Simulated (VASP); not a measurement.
# NiO in VASP: further runs

The runs below take NiO through single point, relaxation of cell and atoms, with PBE.

Everything below comes from runs of VASP 6.6.1. Logs are shortened: lines on timing, memory, paths and dates and some standing lists are left out, and cuts for length are marked.

## (1) The cell of the first run

It takes space group P2/m (No. 10, monoclinic). Conventional cell: a = 3.425 Å, b = 2.646 Å, c = 5.004 Å, α = 90.00°, β = 90.61°, γ = 90.00°. Ni (site symmetry 2/m) has 4 O at 1.91 Å within 2.5 Å. Within 2.5 Å of Ni (site symmetry 2/m) lie 4 O at 1.91 Å. O (site symmetry m) has 4 Ni at 1.91 Å within 2.5 Å.

## (2) Single point, PBE

INCAR

```
SYSTEM = NiO
PREC = Accurate ; ENCUT = 520
EDIFF = 1E-6 ; ISMEAR = 0
SIGMA = 0.1 ; LREAL = .FALSE.
LASPH = .TRUE. ; NELM = 60
ALGO = Normal ; ISIF = 2
LWAVE = .FALSE. ; LCHARG = .TRUE.
GGA = PE ; LELF = .TRUE.
LVHAR = .TRUE. ; NBANDS = 24
```

KPOINTS

```
Automatic mesh
0
G
  6 6 4
  0 0 0
```

POSCAR

```
NiO
1.0
    3.4253685993      0.0000000000      0.0000000000
    0.0000000000      2.6459063291      0.0000000000
   -0.0533217743      0.0000000000      5.0038205324
Ni O
2 2
Direct
    0.0000000000      0.0000000000      0.0000000000
    0.0000000000      0.0000000000      0.5000000000
    0.8295059745      0.5000000000      0.2488150590
    0.1704940255      0.5000000000      0.7511849410
```

Potentials or basis: VASP PAW PBE potentials, release 64 (Ni, O).

Started as:

```
> cat potpaw_PBE.64/Ni/POTCAR potpaw_PBE.64/O/POTCAR > POTCAR
> mpirun -np 1 vasp_std > vasp.out
```

OUTCAR:

```text
SYSTEM = NiO
   PREC = Accurate
   ENCUT = 520
   EDIFF = 1E-6
   ISMEAR = 0
   LREAL = .FALSE.
   LASPH = .TRUE.
   NELM = 60
   ISIF = 2
   GGA = PE

 ion  position               nearest neighbor table
   1  0.000  0.000  0.000-   3 1.91   4 1.91   3 1.91   4 1.91   2 2.50   2 2.50
   2  0.000  0.000  0.500-   3 1.91   4 1.91   3 1.91   4 1.91   1 2.50   1 2.50
   3  0.830  0.500  0.249-   2 1.91   2 1.91   1 1.91   1 1.91
   4  0.170  0.500  0.751-   2 1.91   2 1.91   1 1.91   1 1.91

  LATTYP: Found a simple monoclinic cell.
 ALAT       =     3.4253685993
 B/A-ratio  =     0.7724442647
 C/A-ratio  =     1.4608952244
 COS(beta)  =    -0.0106556074

  Lattice vectors:

 A1 = (   3.4253685993,   0.0000000000,   0.0000000000)
 A2 = (   0.0000000000,   2.6459063291,   0.0000000000)
 A3 = (  -0.0533217743,   0.0000000000,   5.0038205324)

Analysis of symmetry for initial positions (statically):
=====================================================================
 Subroutine PRICEL returns:
 Original cell was already a primitive cell.

 Routine SETGRP: Setting up the symmetry group for a
 simple monoclinic supercell.

 Subroutine GETGRP returns: Found  4 space group operations
 (whereof  4 operations were pure point group operations)
 out of a pool of  4 trial point group operations.

The static configuration has the point symmetry C_2h.

Analysis of symmetry for dynamics (positions and initial velocities):
=====================================================================
 Subroutine PRICEL returns:
 Original cell was already a primitive cell.

 Routine SETGRP: Setting up the symmetry group for a
 simple monoclinic supercell.

 Subroutine GETGRP returns: Found  4 space group operations
 (whereof  4 operations were pure point group operations)
 out of a pool of  4 trial point group operations.

The dynamic configuration has the point symmetry C_2h.

 Subroutine INISYM returns: Found  4 space group operations
 (whereof  4 operations are pure point group operations),
 and found     1 'primitive' translations

----------------------------------------------------------------------------------------

                                     Primitive cell

  volume of cell :      45.3506

  direct lattice vectors                    reciprocal lattice vectors
     3.425368599  0.000000000  0.000000000     0.291939384  0.000000000  0.003110968
     0.000000000  2.645906329  0.000000000     0.000000000  0.377942329  0.000000000
    -0.053321774  0.000000000  5.003820532     0.000000000  0.000000000  0.199847295

  length of vectors
     3.425368599  2.645906329  5.004104628     0.291955959  0.377942329  0.199847295

  position of ions in fractional coordinates (direct lattice)
     0.000000000  0.000000000  0.000000000
     0.000000000  0.000000000  0.500000000
     0.829505975  0.500000000  0.248815059
     0.170494025  0.500000000  0.751184941

  ion indices of the primitive-cell ions
   primitive index   ion index
                 1           1
                 2           2
                 3           3
                 4           4

----------------------------------------------------------------------------------------

 KPOINTS: Automatic mesh

Automatic generation of k-mesh.
 Grid dimensions read from file:
 generate k-points for:    6    6    4

 Generating k-lattice:

  Cartesian coordinates                     Fractional coordinates (reciprocal lattice)
     0.048656564  0.000000000  0.000518495     0.166666667  0.000000000  0.000000000
     0.000000000  0.062990388  0.000000000     0.000000000  0.166666667  0.000000000
     0.000000000  0.000000000  0.049961824     0.000000000  0.000000000  0.250000000

  Length of vectors
     0.048659327  0.062990388  0.049961824

  Shift w.r.t. Gamma in fractional coordinates (k-lattice)
     0.000000000  0.000000000  0.000000000

 Subroutine IBZKPT returns following result:
 ===========================================

 Found     56 irreducible k-points:

 Following reciprocal coordinates:
            Coordinates               Weight
  0.000000  0.000000  0.000000      1.000000
  0.166667  0.000000  0.000000      2.000000
  0.333333  0.000000  0.000000      2.000000
  0.500000  0.000000 -0.000000      1.000000
  0.000000  0.166667  0.000000      2.000000
  0.166667  0.166667  0.000000      4.000000
[... 16 lines left out ...]
  0.000000  0.166667  0.250000      4.000000
  0.166667  0.166667  0.250000      4.000000
 [... further k-points ...]
   k-points           NKPTS =     56   k-points in BZ     NKDIM =     56   number of bands    NBANDS=     24
   number of dos      NEDOS =    301   number of ions     NIONS =      4
   total plane-waves  NPLWV =  22400
   dimension x,y,z NGX =    28 NGY =   20 NGZ =   40
   dimension x,y,z NGXF=    56 NGYF=   40 NGZF=   80
   ions per type =               2   2
   NGX,Y,Z   is equivalent  to a cutoff of  13.59, 12.57, 13.29 a.u.
   NGXF,Y,Z  is equivalent  to a cutoff of  27.18, 25.13, 26.58 a.u.
 SYSTEM =  NiO
   PREC   = accura    normal or accurate (medium, high low for compatibility)
   ISTART =      0    job   : 0-new  1-cont  2-samecut
   ICHARG =      2    charge: 1-file 2-atom 10-const
   ISPIN  =      1    spin polarized calculation?
   LNONCOLLINEAR =      F non collinear calculations
   LSORBIT =      F    spin-orbit coupling
   LASPH  =      T    aspherical Exc in radial PAW
   ENCUT  =  520.0 eV  38.22 Ry    6.18 a.u.   6.37  4.92  9.30*2*pi/ulx,y,z
   NELM   =     60;   NELMIN=  2; NELMDL= -5     # of ELM steps
   EDIFF  = 0.1E-05   stopping-criterion for ELM
   LREAL  =      F    real-space projection
   EDIFFG = 0.1E-04   stopping-criterion for IOM
   NSW    =      0    number of steps for IOM
   IBRION =     -1    ionic relax: 0-MD 1-quasi-New 2-CG
   NFREE  =      0    steps in history (QN), initial steepest desc. (CG)
   ISIF   =      2    stress and relaxation
   ISYM   =      2    0-nonsym 1-usesym 2-fastsym
   POTIM  = 0.5000    time-step for ionic-motion
   TEBEG  =    0.0;   TEEND  =   0.0 temperature during run
   PSTRESS=    0.0 pullay stress
   NELECT =      32.0000    total number of electrons
   NUPDOWN=      -1.0000    fix difference up-down
   EMIN   =  10.00;   EMAX   =-10.00  energy-range for DOS
   EFERMI =   0.00;   METHOD = LEGACY
   ISMEAR =     0;   SIGMA  =   0.10  broadening in eV -4-tet -1-fermi 0-gaus
   EFERMI_NEDOS =   21; number of points for ismear=-14 and -15
   IALGO  =     38    algorithm
   IMIX   =      4    mixing-type and parameters
     AMIX     =   0.40;   BMIX     =  1.00
     AMIX_MAG =   1.60;   BMIX_MAG =  1.00
  volume/ion in A,a.u.               =      11.34        76.51
  Fermi-wavevector in a.u.,A,eV,Ry     =   1.457461  2.754202 28.901401  2.124193
  Thomas-Fermi vector in A             =   2.574260
   LORBIT       =      0    0 simple, 1 ext, 2 COOP (PROOUT), +10 PAW based schemes
   GGA     = PE    functional components
   LHFCALC =     F    Hartree Fock is set to
   AEXX    =    0.0000 exact exchange contribution
   IVDW    =     0    specifies the selected vdW correction
   LEPSILON=     F    determine dielectric tensor
   LRPA    =     F    only Hartree local field effects (RPA)
 non-spin polarized calculation
 Gauss-broadening in eV      SIGMA  =   0.10
  energy-cutoff  :      520.00
  volume of cell :       45.35
 maximum number of plane-waves:      1242
 NGX is ok and might be reduce to    28
   NGX = 13   NGY =  9   NGZ = 19

 number of electron      31.9999969 magnetization

 Free energy of the ion-electron system (eV)
  ---------------------------------------------------
  ext. energy  EPLUGINS =         0.00000000
  ---------------------------------------------------
  free energy    TOTEN  =       -22.96613364 eV

  energy without entropy =      -22.95340174  energy(sigma->0) =      -22.95976769

 E-fermi :   4.8901     XC(G=0): -11.0536

 val. band max:        4.8272917568   @ k =   0.0000   0.1667   0.0000
 cond. band min:       4.9131017084   @ k =   0.0000   0.1667   0.0000
 fundamental gap:      0.0858099516
 Fermi energy:         4.8900919071

 k-point     1 :       0.0000    0.0000    0.0000
  band No.  band energies     occupation
      1     -15.2638      2.00000
      2     -14.1116      2.00000
      3      -2.9163      2.00000
      4      -1.0172      2.00000
      5      -0.1988      2.00000
      6       1.3945      2.00000
[... 16 lines left out ...]
     23      18.4328      0.00000
     24      20.1350      0.00000

 k-point     2 :       0.1667    0.0000    0.0000
  band No.  band energies     occupation
      1     -15.2161      2.00000
      2     -14.1090      2.00000
      3      -2.8242      2.00000
      4      -1.0162      2.00000
      5      -0.3704      2.00000
      6       0.7402      2.00000
[... 16 lines left out ...]
     23      17.4655      0.00000
     24      20.2774      0.00000

 k-point     3 :       0.3333    0.0000    0.0000
  band No.  band energies     occupation
      1     -15.1155      2.00000
      2     -14.1082      2.00000
      3      -2.6268      2.00000
      4      -1.0143      2.00000
      5      -0.6734      2.00000
      6      -0.1285      2.00000
[... 16 lines left out ...]
     23      16.7645      0.00000
     24      19.3127      0.00000

 k-point     4 :       0.5000    0.0000   -0.0000
  band No.  band energies     occupation
      1     -15.0621      2.00000
      2     -14.1103      2.00000
      3      -2.5199      2.00000
      4      -1.0135      2.00000
      5      -0.7787      2.00000
      6      -0.5120      2.00000
[... 16 lines left out ...]
     23      16.5899      0.00000
     24      18.3719      0.00000

 k-point     5 :       0.0000    0.1667    0.0000
  band No.  band energies     occupation
      1     -14.9996      2.00000
      2     -14.0738      2.00000
      3      -2.4696      2.00000
      4      -1.1128      2.00000
      5      -0.3260      2.00000
      6       0.1415      2.00000
[... 451 lines left out ...]
 k-point    22 :      -0.1667    0.0000    0.2500
  band No.  band energies     occupation
      1     -15.0725      2.00000
      2     -14.2890      2.00000
      3      -2.4267      2.00000
      4      -0.7808      2.00000
      5      -0.4341      2.00000
      6       0.2735      2.00000
[... 16 lines left out ...]
     23      17.8200      0.00000
     24      20.8544      0.00000

 k-point    23 :       0.0000    0.1667    0.2500
  band No.  band energies     occupation
      1     -14.8752      2.00000
      2     -14.2221      2.00000
      3      -2.1926      2.00000
      4      -0.9096      2.00000
      5      -0.6592      2.00000
      6      -0.0246      2.00000
[... 16 lines left out ...]
     23      19.0498      0.00000
     24      19.3705      0.00000

 k-point    24 :       0.1667    0.1667    0.2500
  band No.  band energies     occupation
      1     -14.8331      2.00000
      2     -14.2135      2.00000
      3      -2.1390      2.00000
      4      -0.9531      2.00000
      5      -0.6626      2.00000
      6      -0.1461      2.00000
[... 16 lines left out ...]
     23      18.4283      0.00000
     24      19.6220      0.00000

 [... further k-points ...]
[... 5 lines left out ...]
  --------------------------------------------------------------------------------------
  -------------------------------------------------------------------------------------
  Total        0.2570393      0.2559353      0.0913394      0.0000000      0.0000000      0.0114205
  in kB        9.0808530      9.0418481      3.2268976      0.0000000      0.0000000      0.4034726
  external PRESSURE =       7.1165329 kB  Pullay stress =       0.0000000 kB

 VOLUME and BASIS-vectors are now :
 -----------------------------------------------------------------------------
  energy-cutoff  :      520.00
  volume of cell :       45.35
      direct lattice vectors                 reciprocal lattice vectors
     3.425368599  0.000000000  0.000000000     0.291939384  0.000000000  0.003110968
     0.000000000  2.645906329  0.000000000     0.000000000  0.377942329  0.000000000
    -0.053321774  0.000000000  5.003820532     0.000000000  0.000000000  0.199847295

 POSITION                                       TOTAL-FORCE (eV/Angst)
 -----------------------------------------------------------------------------------
      0.00000      0.00000      0.00000        -0.000000      0.000000      0.000000
     -0.02666      0.00000      2.50191        -0.000000      0.000000      0.000000
      2.82810      1.32295      1.24503        -0.074107      0.000000     -0.000173
      0.54395      1.32295      3.75879         0.074107     -0.000000      0.000173
 -----------------------------------------------------------------------------------
    total drift:                               -0.000000      0.000000     -0.000000

  FREE ENERGIE OF THE ION-ELECTRON SYSTEM (eV)
  ---------------------------------------------------
  free  energy   TOTEN  =       -22.9661336372 eV

  energy  without entropy=      -22.9534017400  energy(sigma->0) =      -22.95976769
```

Run time: 71 s. Hardware: 1 thread of AMD EPYC 7R13 (Zen 3), shared host; peak memory 0.16 GiB.

Results:

```
Free energy            : -22.9661 eV
Pressure               : 0.7 GPa
Largest force          : 0.074 eV/Å
Band gap on the k mesh : zero (band 16 reaches 4.99 eV, above the bottom of band 17 at 4.91 eV)
```

Forces on the atoms (eV/Å):
```
Ni   0.000  0.000  0.000
Ni   0.000  0.000  0.000
O   -0.074  0.000  0.000
O    0.074  0.000  0.000
```

Stress tensor (GPa, compression positive):
```
0.91 0.00 0.04
0.00 0.90 0.00
0.04 0.00 0.32
```

Caveat: the k points lie up to 0.40 Å⁻¹ apart; the run has no spin polarisation, though such a crystal can be magnetic; semilocal functionals often make such compounds metallic where correlation or magnetic order opens a gap, which also shifts bond lengths.

[end of part 1 of 3]
